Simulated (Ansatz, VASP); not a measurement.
## Ni: VASP beside Ansatz

```
Ni
1.0
     2.67611    0.00000    0.00000
     0.00000    2.67611    0.00000
     0.00000    0.00000    2.67611
Ni
2
Cartesian
  0.0000 0.0000 0.0000
  1.3381 1.3381 1.3381
```

Alike in both runs: task single point; functional PBE; k mesh 13 × 13 × 13; occupations fermi-dirac, width 0.05 eV; collinear spin.

```csv
,VASP,Ansatz
version,VASP 6.6.1,Ansatz 0.2.0
potentials or method,"VASP PAW PBE potentials, release 64 (Ni), cutoff 520 eV","plane waves (420 eV) with PAW, scalar-relativistic"
valence electrons in the cell,20,36
```

Ansatz gave:

* net moment per atom (μB): 0.00
* size of the moment on the site where the two differ most (μB): 0.00

Problem. What did VASP give for the same quantities?

Solution. net moment per atom (μB): 0.17; size of the moment on the site where the two differ most (μB): 0.17.

The net moments are unlike, so the other rows may belong to different states. Site moments also hang on the region over which each program counts them. VASP's potentials hold 20 valence electrons a cell and Ansatz's 36, so a difference there can come from the potentials and not from the codes. Ansatz's warnings: seeded moment not kept.
